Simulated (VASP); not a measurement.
Crystal: WS2.

```
CELL_PARAMETERS angstrom
2.59173 0.00000 0.00000
0.00000 2.59173 0.00000
0.00000 0.00000 9.23417
ATOMIC_POSITIONS crystal
W 0.50000 0.50000 0.50000
S 0.50000 0.50000 0.76566
S 0.50000 0.50000 0.23434
```

Base run:

- Program: VASP 6.6.1
- Functional: PBE
- Potentials or basis: VASP PAW PBE potentials, release 64 (W_sv, S)
- Cutoff: 520 eV
- k mesh: 10 × 10 × 3
- Occupations: fermi-dirac, width 0.05 eV
- Spin: no spin polarisation

Its results: band gap on the k mesh zero (band 13 reaches 7.92 eV, above the bottom of band 14 at 4.17 eV); pressure 0.8 GPa; largest force 0.046 eV/Å.

Q: The run is repeated on the same cell with these changes: k mesh from 10 × 10 × 3 to 6 × 6 × 2; occupations from fermi-dirac, width 0.05 eV to fermi-dirac, width 0.03 eV. What comes out?

A: Band gap on the k mesh zero (band 13 reaches 7.95 eV, above the bottom of band 14 at 4.30 eV); pressure -0.6 GPa; largest force 0.317 eV/Å.

Caveats: some runs use coarse meshes; spin-orbit coupling is left out, which moves the levels of the heavy elements; this functional lacks dispersion, which binds the layers, so the pressure and a relaxed spacing across them are unreliable.
